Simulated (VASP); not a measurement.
# NaF (Fm-3m) in VASP: settings compared, part 2 of 2

VASP 6.6.1. The steps go on from the part before.

## Step 3: Single point, PBEsol

Contents of INCAR:

```
  PREC = Accurate
  ENCUT = 520
  EDIFF = 1E-6
  ISMEAR = -1
  SIGMA = 0.05
  LREAL = False
  LASPH = True
  NELM = 60
  ALGO = Normal
  ISIF = 2
  LWAVE = False
  LCHARG = False
  GGA = PS
  NBANDS = 14
```

Contents of KPOINTS:

```
regular mesh
0
Gamma
  10 10 10
```

Contents of POSCAR:

```
NaF
1.0
    0.0000000000      2.3200000000      2.3200000000
    2.3200000000      0.0000000000      2.3200000000
    2.3200000000      2.3200000000      0.0000000000
Na F
1 1
Direct
    0.0000000000      0.0000000000      0.0000000000
    0.5000000000      0.5000000000      0.5000000000
```

Potentials or basis: VASP PAW PBE potentials, release 64 (Na_pv, F).

The run is started by

```console
> cat potpaw_PBE.64/Na_pv/POTCAR potpaw_PBE.64/F/POTCAR > POTCAR
> mpirun -np 1 vasp_std > vasp.out
```

OUTCAR:

```text
PREC = Accurate
   ENCUT = 520
   EDIFF = 1E-6
   ISMEAR = -1
   LREAL = False
   LASPH = True
   NELM = 60
   ISIF = 2
   GGA = PS

 ion  position               nearest neighbor table
   1  0.000  0.000  0.000-   2 2.32   2 2.32   2 2.32   2 2.32   2 2.32   2 2.32
   2  0.500  0.500  0.500-   1 2.32   1 2.32   1 2.32   1 2.32   1 2.32   1 2.32

  LATTYP: Found a face centered cubic cell.
 ALAT       =     4.6400000000

  Lattice vectors:

 A1 = (   0.0000000000,   2.3200000000,   2.3200000000)
 A2 = (   2.3200000000,   0.0000000000,   2.3200000000)
 A3 = (   2.3200000000,   2.3200000000,   0.0000000000)

Analysis of symmetry for initial positions (statically):
=====================================================================
 Subroutine PRICEL returns:
 Original cell was already a primitive cell.

 Routine SETGRP: Setting up the symmetry group for a
 face centered cubic supercell.

 Subroutine GETGRP returns: Found 48 space group operations
 (whereof 48 operations were pure point group operations)
 out of a pool of 48 trial point group operations.

The static configuration has the point symmetry O_h .

Analysis of symmetry for dynamics (positions and initial velocities):
=====================================================================
 Subroutine PRICEL returns:
 Original cell was already a primitive cell.

 Routine SETGRP: Setting up the symmetry group for a
 face centered cubic supercell.

 Subroutine GETGRP returns: Found 48 space group operations
 (whereof 48 operations were pure point group operations)
 out of a pool of 48 trial point group operations.

The dynamic configuration has the point symmetry O_h .

 Subroutine INISYM returns: Found 48 space group operations
 (whereof 48 operations are pure point group operations),
 and found     1 'primitive' translations

----------------------------------------------------------------------------------------

                                     Primitive cell

  volume of cell :      24.9743

  direct lattice vectors                    reciprocal lattice vectors
     0.000000000  2.320000000  2.320000000    -0.215517241  0.215517241  0.215517241
     2.320000000  0.000000000  2.320000000     0.215517241 -0.215517241  0.215517241
     2.320000000  2.320000000  0.000000000     0.215517241  0.215517241 -0.215517241

  length of vectors
     3.280975465  3.280975465  3.280975465     0.373286812  0.373286812  0.373286812

  position of ions in fractional coordinates (direct lattice)
     0.000000000  0.000000000  0.000000000
     0.500000000  0.500000000  0.500000000

  ion indices of the primitive-cell ions
   primitive index   ion index
                 1           1
                 2           2

----------------------------------------------------------------------------------------

 KPOINTS: regular mesh

Automatic generation of k-mesh.
 Grid dimensions read from file:
 generate k-points for:   10   10   10

 Generating k-lattice:

  Cartesian coordinates                     Fractional coordinates (reciprocal lattice)
    -0.021551724  0.021551724  0.021551724     0.100000000  0.000000000  0.000000000
[... 39 lines left out ...]
  0.400000  0.300000  0.000000     24.000000
 [... further k-points ...]
   k-points           NKPTS =     47   k-points in BZ     NKDIM =     47   number of bands    NBANDS=     14
   number of dos      NEDOS =    301   number of ions     NIONS =      2
   total plane-waves  NPLWV =  13824
   dimension x,y,z NGX =    24 NGY =   24 NGZ =   24
   dimension x,y,z NGXF=    48 NGYF=   48 NGZF=   48
   ions per type =               1   1
   NGX,Y,Z   is equivalent  to a cutoff of  12.16, 12.16, 12.16 a.u.
   NGXF,Y,Z  is equivalent  to a cutoff of  24.32, 24.32, 24.32 a.u.
 SYSTEM =  unknown system
   PREC   = accura    normal or accurate (medium, high low for compatibility)
   ISTART =      0    job   : 0-new  1-cont  2-samecut
   ICHARG =      2    charge: 1-file 2-atom 10-const
   ISPIN  =      1    spin polarized calculation?
   LNONCOLLINEAR =      F non collinear calculations
   LSORBIT =      F    spin-orbit coupling
   LASPH  =      T    aspherical Exc in radial PAW
   ENCUT  =  520.0 eV  38.22 Ry    6.18 a.u.   6.10  6.10  6.10*2*pi/ulx,y,z
   NELM   =     60;   NELMIN=  2; NELMDL= -5     # of ELM steps
   EDIFF  = 0.1E-05   stopping-criterion for ELM
   LREAL  =      F    real-space projection
   EDIFFG = 0.1E-04   stopping-criterion for IOM
   NSW    =      0    number of steps for IOM
   IBRION =     -1    ionic relax: 0-MD 1-quasi-New 2-CG
   NFREE  =      0    steps in history (QN), initial steepest desc. (CG)
   ISIF   =      2    stress and relaxation
   ISYM   =      2    0-nonsym 1-usesym 2-fastsym
   POTIM  = 0.5000    time-step for ionic-motion
   TEBEG  =    0.0;   TEEND  =   0.0 temperature during run
   PSTRESS=    0.0 pullay stress
   NELECT =      14.0000    total number of electrons
   NUPDOWN=      -1.0000    fix difference up-down
   EMIN   =  10.00;   EMAX   =-10.00  energy-range for DOS
   EFERMI =   0.00;   METHOD = LEGACY
   ISMEAR =    -1;   SIGMA  =   0.05  broadening in eV -4-tet -1-fermi 0-gaus
   EFERMI_NEDOS =   21; number of points for ismear=-14 and -15
   IALGO  =     38    algorithm
   IMIX   =      4    mixing-type and parameters
     AMIX     =   0.40;   BMIX     =  1.00
     AMIX_MAG =   1.60;   BMIX_MAG =  1.00
  volume/ion in A,a.u.               =      12.49        84.27
  Fermi-wavevector in a.u.,A,eV,Ry     =   1.349852  2.550851 24.791186  1.822101
  Thomas-Fermi vector in A             =   2.477405
   LORBIT       =      0    0 simple, 1 ext, 2 COOP (PROOUT), +10 PAW based schemes
   GGA     = PS    functional components
   LHFCALC =     F    Hartree Fock is set to
   AEXX    =    0.0000 exact exchange contribution
   IVDW    =     0    specifies the selected vdW correction
   LEPSILON=     F    determine dielectric tensor
   LRPA    =     F    only Hartree local field effects (RPA)
 non-spin polarized calculation
  energy-cutoff  :      520.00
  volume of cell :       24.97
 maximum number of plane-waves:       692
   NGX = 13   NGY = 13   NGZ = 13

 number of electron      13.9999982 magnetization

 Free energy of the ion-electron system (eV)
  ---------------------------------------------------
  ext. energy  EPLUGINS =         0.00000000
  ---------------------------------------------------
  free energy    TOTEN  =        -8.76879803 eV

  energy without entropy =       -8.76879803  energy(sigma->0) =       -8.76879803

 E-fermi :  -1.0889     XC(G=0):  -9.3147

 val. band max:       -2.1926326280   @ k =   0.0000   0.0000   0.0000
 cond. band min:       3.9478405366   @ k =   0.0000   0.0000   0.0000
 fundamental gap:      6.1404731645
 Fermi energy:        -1.0889412000

 k-point     1 :       0.0000    0.0000    0.0000
  band No.  band energies     occupation
      1     -21.2426      2.00000
      2     -20.9739      2.00000
      3     -20.9739      2.00000
      4     -20.9739      2.00000
      5      -2.1926      2.00000
      6      -2.1926      2.00000
      7      -2.1926      2.00000
      8       3.9478      0.00000
      9      16.6230      0.00000
     10      16.6230      0.00000
     11      16.6230      0.00000
     12      19.2976      0.00000
     13      21.6808      0.00000
     14      21.6808      0.00000
[... 377 lines left out ...]
      1     -21.4880      2.00000
      2     -21.0226      2.00000
      3     -21.0145      2.00000
      4     -20.6033      2.00000
      5      -3.3847      2.00000
      6      -2.5793      2.00000
      7      -2.5225      2.00000
      8       8.2156      0.00000
      9      11.4365      0.00000
     10      14.3873      0.00000
     11      17.2434      0.00000
     12      17.2805      0.00000
     13      23.0841      0.00000
     14      24.3150      0.00000

 [... further k-points ...]

------------------------ aborting loop because EDIFF is reached ----------------------------------------

  FORCE on cell =-STRESS in cart. coord.  units (eV):
  Direction    XX          YY          ZZ          XY          YZ          ZX
  --------------------------------------------------------------------------------------
  -------------------------------------------------------------------------------------
  Total       -0.0662827     -0.0662827     -0.0662827      0.0000000      0.0000000      0.0000000
  in kB       -4.2522307     -4.2522307     -4.2522307      0.0000000      0.0000000      0.0000000
  external PRESSURE =      -4.2522307 kB  Pullay stress =       0.0000000 kB

 VOLUME and BASIS-vectors are now :
 -----------------------------------------------------------------------------
  energy-cutoff  :      520.00
  volume of cell :       24.97
      direct lattice vectors                 reciprocal lattice vectors
     0.000000000  2.320000000  2.320000000    -0.215517241  0.215517241  0.215517241
     2.320000000  0.000000000  2.320000000     0.215517241 -0.215517241  0.215517241
     2.320000000  2.320000000  0.000000000     0.215517241  0.215517241 -0.215517241

 POSITION                                       TOTAL-FORCE (eV/Angst)
 -----------------------------------------------------------------------------------
      0.00000      0.00000      0.00000         0.000000      0.000000     -0.000000
      2.32000      2.32000      2.32000        -0.000000     -0.000000      0.000000
 -----------------------------------------------------------------------------------
    total drift:                                0.000000     -0.000000      0.000000

  FREE ENERGIE OF THE ION-ELECTRON SYSTEM (eV)
  ---------------------------------------------------
  free  energy   TOTEN  =        -8.7687980337 eV

  energy  without entropy=       -8.7687980337  energy(sigma->0) =       -8.76879803
```

It took 6.2 s on 1 thread of AMD EPYC 9R45 (Zen 5), shared host; peak memory 0.11 GiB.

What came out:

```yaml
Free_energy: -8.7688 eV
Pressure: -0.4 GPa
Band_gap_on_the_k_mesh: 6.14 eV
```

Caveat: the PAW data sets were made with another functional, which shifts forces and pressure a little. PBEsol gaps usually lie below the measured ones, often by a third to a half.

## Step 4: Single point, PBE0

This run uses another cell than the first one, of 13.24 Å³/atom.

Contents of POSCAR:

```
NaF
1.0
    0.0000000000      2.3655017480      2.3655017480
    2.3655017480      0.0000000000      2.3655017480
    2.3655017480      2.3655017480      0.0000000000
Na F
1 1
Direct
    0.0000000000      0.0000000000      0.0000000000
    0.5000000000      0.5000000000      0.5000000000
```

Contents of INCAR.step1:

```
SYSTEM = NaF
PREC = Accurate
ENCUT = 520
EDIFF = 1E-5
ISMEAR = -1
SIGMA = 0.05
LREAL = .False.
LASPH = .True.
NELM = 60
ALGO = Normal
ISIF = 2
LWAVE = .True.
LCHARG = .False.
NBANDS = 14
GGA = PE
```

Contents of INCAR.step2:

```
SYSTEM = NaF
PREC = Accurate
ENCUT = 520
EDIFF = 1E-6
ISMEAR = -1
SIGMA = 0.05
LREAL = .False.
LASPH = .True.
NELM = 60
ALGO = Normal
ISIF = 2
LWAVE = .False.
LCHARG = .False.
GGA = PE
LHFCALC = .True.
AEXX = 0.25
PRECFOCK = Normal
NBANDS = 14
ISTART = 1
```

Contents of KPOINTS:

```
regular mesh
0
Gamma
  6 6 6
  0 0 0
```

The run is started by

```console
> cat potpaw_PBE.64/Na_pv/POTCAR potpaw_PBE.64/F/POTCAR > POTCAR
> cp INCAR.step1 INCAR
> mpirun -np 1 vasp_std > vasp.out
> cp INCAR.step2 INCAR
> mpirun -np 1 vasp_std > vasp.out
```

Run time: 22 min. Hardware: 1 thread of AMD EPYC 7R43 (Zen 3), shared host; peak memory 0.13 GiB.

Results (log left out):

| Item | Value |
| --- | --- |
| Free energy | -10.8300 eV |
| Pressure | -2.6 GPa |
| Band gap on the k mesh | 8.87 eV |

Levels at points of the mesh, in eV from the valence-band top:
```
           k point  band 4  band 5  band 6  band 7  band 8  band 9  band 10  band 11
(0.00, 0.00, 0.00)  -20.58    0.00    0.00    0.00    8.87   21.66    21.66    21.66
(0.50, 0.00, 0.00)  -19.81   -1.50   -0.24   -0.24   13.36   15.06    22.63    22.63
(0.50, 0.50, 0.00)  -20.42   -1.23   -0.40   -0.40   15.74   16.00    16.14    22.32
```

Caveat: the PAW data sets were made with another functional, which shifts forces and pressure a little.

## Step 5: The runs side by side

```csv
level,cell,k mesh,grid for exact exchange (PRECFOCK),share of exact exchange,gap on the mesh (eV),pressure (GPa)
PBEsol,"a = 3.281 Å, angles 60.0°, 2 atoms",8 × 8 × 8,-,-,6.14,-0.4
PBEsol,"a = 3.281 Å, angles 60.0°, 2 atoms",10 × 10 × 10,-,-,6.14,-0.4
PBE0,"a = 3.345 Å, angles 60.0°, 2 atoms",6 × 6 × 6,Normal,0.25,8.87,-2.6
```

Alike in all rows: task single point; potentials or basis VASP PAW PBE potentials, release 64 (Na_pv, F); no spin polarisation; cutoff (eV) 520; smearing fermi-dirac 0.05 eV.

Caveats: the PAW data sets were made with another functional, which shifts forces and pressure a little.

Absolute energies hang on the potentials; compare differences alone.
